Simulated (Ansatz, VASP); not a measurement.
BiSb4O: VASP beside Ansatz

```xyz
6
Lattice="4.5147 0.0000 0.0000 0.0000 4.5147 0.0000 0.0000 0.0000 7.5095" Properties=species:S:1:pos:R:3 pbc="T T T"
Sb    2.2574    0.0000    5.2382
Sb    0.0000    2.2574    2.2712
Sb    2.2574    0.0000    2.2712
Sb    0.0000    2.2574    5.2382
Bi    2.2574    2.2574    3.7547
O     0.0000    0.0000    0.0000
```

Change from the starting cell: species swapped into the TlBiF4 type (P4/mmm, No. 123).

Alike in both runs: task single point; functional PBE; k mesh 4 × 4 × 2; occupations gaussian, width 0.1 eV; no spin polarisation.

|  | VASP | Ansatz |
| --- | --- | --- |
| version | VASP 6.6.1 | Ansatz 0.2.0 |
| potentials or method | VASP PAW PBE potentials, release 64 (Sb, Bi_d, O), cutoff 520 eV | scalar-relativistic, plane waves, PAW |
| valence electrons in the cell | 41 | 81 |

|  | VASP | Ansatz | Ansatz less VASP |
| --- | --- | --- | --- |
| gap on the k mesh at the Fermi level (eV) | none | none | - |
| pressure (GPa) | 26.0 | 25.8 | -0.15 |
| traceless stress, the component that is largest in VASP (GPa) | -6.82 | -6.89 | -0.066 |
| rms of the force components (eV/Å) | 2.029 | 2.007 | -0.0221 |

Atom by atom the forces differ by 0.022 eV/Å (rms over components). A gap of «none» marks a metal or a gap that the smearing closes. With one functional, cell and mesh, what is left measures potentials, basis and numerics. VASP's potentials hold 41 valence electrons a cell and Ansatz's 81, so a difference there can come from the potentials and not from the codes.

The k mesh is coarse, so the values compare programs but aren't converged. Neither program's run includes spin-orbit coupling.
